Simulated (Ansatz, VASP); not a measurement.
**Two plane-wave programs on HgTe**

```xyz
2
Lattice="0.0000 3.1576 3.4655 3.1576 0.0000 3.4655 3.1576 3.1576 0.0000" Properties=species:S:1:pos:R:3 pbc="T T T"
Hg    0.0000    0.0000    0.0000
Te    1.5788    1.5788    1.7327
```

Change from the starting cell: epitaxial_xy strain -4.0%.

Alike in both runs: task single point; functional r2SCAN; k mesh 6 × 6 × 6; occupations fermi-dirac, width 0.02 eV; non-collinear spin, spin-orbit coupling.

|  | VASP | Ansatz |
| --- | --- | --- |
| version | VASP 6.6.1 | Ansatz 0.2.0 |
| potentials or method | VASP PAW PBE potentials, release 64 (Hg, Te) | plane waves, PAW |
| plane-wave cutoff (eV) | 520 | 500 |
| valence electrons in the cell | 18 | 36 |

```tsv
	VASP	Ansatz	Ansatz less VASP
pressure (GPa)	0.9	0.6	-0.28
traceless stress, the component that is largest in VASP (GPa)	-1.11	-1.14	-0.026
```

VASP's potentials were made for PBE, not for r2SCAN. The functional is the same, so the differences come from potentials, cutoffs and numerics. VASP's potentials hold 18 valence electrons a cell and Ansatz's 36, so a difference there can come from the potentials and not from the codes.
